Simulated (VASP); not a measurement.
# BaTe (CsCl type) (Pm-3m) in VASP: notebook, part 2 of 2

VASP 6.6.1.

### Step 4. Electric field gradients, PBE (40.47 Å³/atom)

This run uses another cell than the first one, of 40.47 Å³/atom.

Input file INCAR:

```
PREC = Accurate
ENCUT = 520
EDIFF = 1E-8
ISMEAR = -1
SIGMA = 0.05
LREAL = False
LASPH = True
NELM = 60
ALGO = Normal
ISIF = 2
LWAVE = False
LCHARG = False
GGA = PE
LEFG = True
NBANDS = 15
```

Input file KPOINTS:

```
Automatic mesh
0
Gamma
  9 9 9
```

Input file POSCAR:

```
BaTe
1.0
    4.3255614209      0.0000000000      0.0000000000
    0.0000000000      4.3255614209      0.0000000000
    0.0000000000      0.0000000000      4.3255614209
Ba Te
1 1
Direct
    0.0000000000      0.0000000000      0.0000000000
    0.5000000000      0.5000000000      0.5000000000
```

Potentials or basis: VASP PAW PBE potentials, release 64 (Ba_sv, Te).

Started as:

```
cat potpaw_PBE.64/Ba_sv/POTCAR potpaw_PBE.64/Te/POTCAR > POTCAR
mpirun -np 1 vasp_std > vasp.out
```

OUTCAR:

```text
PREC = Accurate
   ENCUT = 520
   EDIFF = 1E-8
   ISMEAR = -1
   LREAL = False
   LASPH = True
   NELM = 60
   ISIF = 2
   GGA = PE

 ion  position               nearest neighbor table
   1  0.000  0.000  0.000-   2 3.75   2 3.75   2 3.75   2 3.75   2 3.75   2 3.75   2 3.75   2 3.75

   2  0.500  0.500  0.500-   1 3.75   1 3.75   1 3.75   1 3.75   1 3.75   1 3.75   1 3.75   1 3.75

  LATTYP: Found a simple cubic cell.
 ALAT       =     4.3255614209

  Lattice vectors:

 A1 = (   4.3255614209,   0.0000000000,   0.0000000000)
 A2 = (   0.0000000000,   4.3255614209,   0.0000000000)
 A3 = (   0.0000000000,   0.0000000000,   4.3255614209)

Analysis of symmetry for initial positions (statically):
=====================================================================
 Subroutine PRICEL returns:
 Original cell was already a primitive cell.

 Routine SETGRP: Setting up the symmetry group for a
 simple cubic supercell.

 Subroutine GETGRP returns: Found 48 space group operations
 (whereof 48 operations were pure point group operations)
 out of a pool of 48 trial point group operations.

The static configuration has the point symmetry O_h .

Analysis of symmetry for dynamics (positions and initial velocities):
=====================================================================
 Subroutine PRICEL returns:
 Original cell was already a primitive cell.

 Routine SETGRP: Setting up the symmetry group for a
 simple cubic supercell.

 Subroutine GETGRP returns: Found 48 space group operations
 (whereof 48 operations were pure point group operations)
 out of a pool of 48 trial point group operations.

The dynamic configuration has the point symmetry O_h .

 Subroutine INISYM returns: Found 48 space group operations
 (whereof 48 operations are pure point group operations),
 and found     1 'primitive' translations

----------------------------------------------------------------------------------------

                                     Primitive cell

  volume of cell :      80.9333

  direct lattice vectors                    reciprocal lattice vectors
     4.325561421  0.000000000  0.000000000     0.231183863  0.000000000  0.000000000
     0.000000000  4.325561421  0.000000000     0.000000000  0.231183863  0.000000000
     0.000000000  0.000000000  4.325561421     0.000000000  0.000000000  0.231183863

  length of vectors
     4.325561421  4.325561421  4.325561421     0.231183863  0.231183863  0.231183863

  position of ions in fractional coordinates (direct lattice)
     0.000000000  0.000000000  0.000000000
     0.500000000  0.500000000  0.500000000

  ion indices of the primitive-cell ions
   primitive index   ion index
                 1           1
                 2           2

----------------------------------------------------------------------------------------

 KPOINTS: Automatic mesh

Automatic generation of k-mesh.
 Grid dimensions read from file:
 generate k-points for:    9    9    9

[... 80 lines left out ...]
   IALGO  =     38    algorithm
   IMIX   =      4    mixing-type and parameters
     AMIX     =   0.40;   BMIX     =  1.00
     AMIX_MAG =   1.60;   BMIX_MAG =  1.00
  volume/ion in A,a.u.               =      40.47       273.08
  Fermi-wavevector in a.u.,A,eV,Ry     =   0.953687  1.802206 12.374745  0.909518
  Thomas-Fermi vector in A             =   2.082364
   LORBIT       =      0    0 simple, 1 ext, 2 COOP (PROOUT), +10 PAW based schemes
   GGA     = PE    functional components
   LHFCALC =     F    Hartree Fock is set to
   AEXX    =    0.0000 exact exchange contribution
   IVDW    =     0    specifies the selected vdW correction
   LEPSILON=     F    determine dielectric tensor
   LRPA    =     F    only Hartree local field effects (RPA)
 non-spin polarized calculation
  energy-cutoff  :      520.00
  volume of cell :       80.93
 maximum number of plane-waves:      2218
   NGX = 17   NGY = 17   NGZ = 17

 number of electron      16.0000000 magnetization

 Free energy of the ion-electron system (eV)
  ---------------------------------------------------
  ext. energy  EPLUGINS =         0.00000000
  ---------------------------------------------------
  free energy    TOTEN  =        -8.27948659 eV

  energy without entropy =       -8.27948507  energy(sigma->0) =       -8.27948583

 E-fermi :   3.9203     XC(G=0):  -8.6033

 val. band max:        3.4145604398   @ k =   0.4444   0.4444   0.0000
 cond. band min:       4.3660925931   @ k =   0.0000   0.0000   0.0000
 fundamental gap:      0.9515321533
 Fermi energy:         3.9202760759

 k-point     1 :       0.0000    0.0000    0.0000
  band No.  band energies     occupation
      1     -24.7213      2.00000
      2      -9.7576      2.00000
      3      -9.7576      2.00000
      4      -9.7576      2.00000
      5      -6.7479      2.00000
      6       3.1092      2.00000
      7       3.1092      2.00000
      8       3.1092      2.00000
      9       4.3661      0.00027
     10       4.3661      0.00027
     11       5.6158      0.00000
     12       7.9156      0.00000
     13       7.9156      0.00000
     14       7.9156      0.00000
[... 401 lines left out ...]
      2     -10.0768      2.00000
      3      -9.9710      2.00000
      4      -9.7323      2.00000
      5      -6.1834      2.00000
      6       1.1411      2.00000
      7       1.6277      2.00000
      8       2.8507      2.00000
      9       5.1781      0.00000
     10       6.3498      0.00000
     11       6.6234      0.00000
     12       7.5013      0.00000
     13       8.4772      0.00000
     14       9.5527      0.00000
     15      11.0203      0.00000

 [... further k-points ...]

------------------------ aborting loop because EDIFF is reached ----------------------------------------

  FORCE on cell =-STRESS in cart. coord.  units (eV):
  Direction    XX          YY          ZZ          XY          YZ          ZX
  --------------------------------------------------------------------------------------
  -------------------------------------------------------------------------------------
  Total       -0.6283490     -0.6283490     -0.6283490     -0.0000000     -0.0000000      0.0000000
  in kB      -12.4389599    -12.4389599    -12.4389599     -0.0000000     -0.0000000      0.0000000
  external PRESSURE =     -12.4389599 kB  Pullay stress =       0.0000000 kB

 VOLUME and BASIS-vectors are now :
 -----------------------------------------------------------------------------
  energy-cutoff  :      520.00
  volume of cell :       80.93
      direct lattice vectors                 reciprocal lattice vectors
     4.325561421  0.000000000  0.000000000     0.231183863  0.000000000  0.000000000
     0.000000000  4.325561421  0.000000000     0.000000000  0.231183863  0.000000000
     0.000000000  0.000000000  4.325561421     0.000000000  0.000000000  0.231183863

 POSITION                                       TOTAL-FORCE (eV/Angst)
 -----------------------------------------------------------------------------------
      0.00000      0.00000      0.00000         0.000000      0.000000      0.000000
      2.16278      2.16278      2.16278         0.000000      0.000000      0.000000
 -----------------------------------------------------------------------------------
    total drift:                                0.000000      0.000000     -0.000000

  FREE ENERGIE OF THE ION-ELECTRON SYSTEM (eV)
  ---------------------------------------------------
  free  energy   TOTEN  =        -8.2794865853 eV

  energy  without entropy=       -8.2794850705  energy(sigma->0) =       -8.27948583

 Electric field gradients (V/A^2)
---------------------------------------------------------------------
 ion       V_xx      V_yy      V_zz      V_xy      V_xz      V_yz
---------------------------------------------------------------------
   1       0.000    -0.000     0.000    -0.000    -0.000    -0.000
   2      -0.000    -0.000     0.000     0.000     0.000     0.000
---------------------------------------------------------------------

 Electric field gradients after diagonalization (V/A^2)
 (convention: |V_zz| > |V_xx| > |V_yy|)
----------------------------------------------------------------------
 ion       V_xx      V_yy      V_zz     asymmetry (V_yy - V_xx)/ V_zz
----------------------------------------------------------------------
   1       0.000    -0.000     0.000      -0.372
   2      -0.000    -0.000     0.000       0.022
----------------------------------------------------------------------

           NMR quadrupolar parameters

 Cq : quadrupolar parameter    Cq=e*Q*V_zz/h
 eta: asymmetry parameters     (V_yy - V_xx)/ V_zz
 Q  : nuclear electric quadrupole moment in mb (millibarn)
----------------------------------------------------------------------
 ion       Cq(MHz)       eta       Q (mb)
----------------------------------------------------------------------
   1       0.000      -0.372       1.000
   2       0.000       0.022       1.000
----------------------------------------------------------------------
```

OSZICAR:

```text
N       E                     dE             d eps       ncg     rms          rms(c)
DAV:   1     0.815201750534E+02    0.81520E+02   -0.62979E+03  1050   0.893E+02
DAV:   2    -0.363973121654E+01   -0.85160E+02   -0.78539E+02  1409   0.157E+02
DAV:   3    -0.829262263417E+01   -0.46529E+01   -0.46229E+01  1445   0.386E+01
[... 15 lines left out ...]
DAV:  19    -0.827948664381E+01    0.95911E-07   -0.42024E-09   546   0.453E-04    0.966E-04
DAV:  20    -0.827948661007E+01    0.33741E-07   -0.99948E-10   546   0.185E-04    0.374E-04
DAV:  21    -0.827948659653E+01    0.13544E-07   -0.19934E-10   539   0.792E-05    0.132E-04
DAV:  22    -0.827948658269E+01    0.13833E-07   -0.13538E-10   546   0.703E-05    0.941E-05
DAV:  23    -0.827948658531E+01   -0.26118E-08   -0.35210E-11   532   0.315E-05
   1 F= -.82794866E+01 E0= -.82794858E+01  d E =-.151476E-05
```

It took 43 s on 1 thread of Intel Xeon Platinum 8259CL at 2.50GHz (Skylake/Cascade Lake), shared host; peak memory 0.2 GiB.

Results:

```yaml
Free_energy: -8.2795 eV
Pressure: -1.2 GPa
Band_gap_on_the_k_mesh: 0.95 eV (least direct gap 1.21 eV)
Largest_electric_field_gradient_by_atom: zero within the noise of the run
```

Caveat: spin-orbit coupling is left out, which moves the levels of the heavy elements; an odd mesh through Γ misses points on the zone boundary, where band edges can lie.

### Step 5. The runs side by side

| cell | gap on the mesh (eV) | pressure (GPa) |
| --- | --- | --- |
| a = 4.242 Å, 2 atoms | 0.83 | 0.5 |
| a = 4.270 Å, 2 atoms | 0.87 | -0.1 |
| a = 4.326 Å, 2 atoms | 0.95 | -1.2 |

Alike in all rows: task electric field gradients; level PBE; potentials or basis VASP PAW PBE potentials, release 64 (Ba_sv, Te); no spin polarisation; k mesh 9 × 9 × 9; cutoff (eV) 520; smearing fermi-dirac 0.05 eV.

Caveats: spin-orbit coupling is left out, which moves the levels of the heavy elements; an odd mesh through Γ misses points on the zone boundary, where band edges can lie.

Total energies depend on the potentials used, so only differences within one code and one set of settings carry meaning.
